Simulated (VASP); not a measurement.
**Hf2N: single point with PBEsol**

The system is Hf2N.

```xyz
6
Lattice="5.1367 0.0000 0.0000 0.0000 5.1367 0.0000 0.0000 0.0000 3.1306" Properties=species:S:1:pos:R:3 pbc="T T T"
Hf    1.5177    1.5177    0.0000
Hf    3.6190    3.6190    0.0000
Hf    4.0860    1.0506    1.5653
Hf    1.0506    4.0860    1.5653
N     0.0000    0.0000    0.0000
N     2.5683    2.5683    1.5653
```

This cell differs from its parent crystal: strain -0.030 along x and y, -0.030 along z.

| Property | Result |
| --- | --- |
| Program | VASP 6.6.1 |
| Task | single point |
| Functional | PBEsol |
| Potentials or basis | VASP PAW PBE potentials, release 64 (Hf_pv, N) |
| Cutoff | 520 eV |
| k mesh | 10 × 10 × 14 |
| Occupations | gaussian, width 0.15 eV |
| Spin | no spin polarisation |

| Item | Value |
| --- | --- |
| Pressure | 21.9 GPa |
| Largest force | 0.202 eV/Å |
| Band gap on the k mesh | zero (bands 25 and 26 overlap by 3.00 eV) |

Forces in eV/Å, atoms in the order of the input:
```
Hf  -0.143 -0.143  0.000
Hf   0.143  0.143  0.000
Hf  -0.143  0.143  0.000
Hf   0.143 -0.143  0.000
N    0.000  0.000  0.000
N    0.000  0.000  0.000
```

Stress tensor (GPa, compression positive):
```
21.58  0.00  0.00
 0.00 21.58  0.00
 0.00  0.00 22.53
```

Levels at points of the mesh, in eV from the Fermi level:
```tsv
k point	band 21	band 22	band 23	band 24	band 25	band 26	band 27	band 28	band 29	band 30
(0.00, 0.00, 0.00)	-3.69	-2.35	0.17	0.81	1.11	1.26	1.26	1.71	1.91	1.91
(0.50, 0.00, 0.00)	-2.62	-2.62	-1.18	-1.18	1.68	1.68	2.05	2.05	2.22	2.22
(0.50, 0.50, 0.00)	-1.89	-1.89	-1.51	-1.51	1.14	1.14	1.69	1.69	2.19	2.19
(0.00, 0.00, 0.50)	-1.51	-1.51	-1.34	-1.34	-1.33	-1.33	2.40	2.40	4.10	4.10
(0.50, 0.00, 0.50)	-2.20	-2.20	-1.12	-1.12	-0.99	-0.99	1.97	1.97	4.28	4.28
(0.50, 0.50, 0.50)	-1.87	-1.87	-1.04	-1.04	-0.35	-0.35	1.49	1.49	3.18	3.18
```

Wall time 3.5 min on 1 thread of AMD EPYC 9R45 96-Core Processor (Zen 5), on a shared host, peak memory 0.43 GiB.

Caveat: the cell differs from its parent crystal (strain -0.030 along x and y, -0.030 along z); the cell stands under pressure; the PAW data sets were made with another functional, which shifts forces and pressure a little; spin-orbit coupling is left out, which moves the levels of the heavy elements.
